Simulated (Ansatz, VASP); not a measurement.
**Two plane-wave programs on Al3Cu**

```
CELL_PARAMETERS angstrom
2.73217 0.00000 0.00000
0.00000 2.73217 0.00000
0.00000 0.00000 7.59186
ATOMIC_POSITIONS crystal
Al 0.00000 0.00000 0.50000
Al 0.50000 0.50000 0.22264
Al 0.50000 0.50000 0.77736
Cu 0.00000 0.00000 0.00000
```

Change from the starting cell: strain -0.015 along x and y, +0.000 along z, atoms carried along.

Alike in both runs: task single point; functional r2SCAN; k mesh 18 × 18 × 6; occupations gaussian, width 0.15 eV; no spin polarisation.

|  | VASP | Ansatz |
| --- | --- | --- |
| version | VASP 6.6.1 | Ansatz 0.2.0 |
| potentials or method | VASP PAW PBE potentials, release 64 (Al, Cu), cutoff 520 eV | scalar-relativistic, plane waves, PAW |
| valence electrons in the cell | 20 | 28 |

Ansatz gave:

```
gap on the k mesh at the Fermi level (eV)                     : none
pressure (GPa)                                                : 3.6
traceless stress, the component that is largest in VASP (GPa) : -2.12
rms of the force components (eV/Å)                            : 0.056
```

Problem. What did VASP give for the same quantities?

Solution. gap on the k mesh at the Fermi level (eV): none; pressure (GPa): 3.4; traceless stress, the component that is largest in VASP (GPa): -2.09; rms of the force components (eV/Å): 0.063.

VASP's potentials were made for PBE, not for r2SCAN. Atom by atom the forces differ by 0.007 eV/Å (rms over components). A gap of «none» marks a metal or a gap that the smearing closes. VASP's potentials hold 20 valence electrons a cell and Ansatz's 28, so a difference there can come from the potentials and not from the codes.
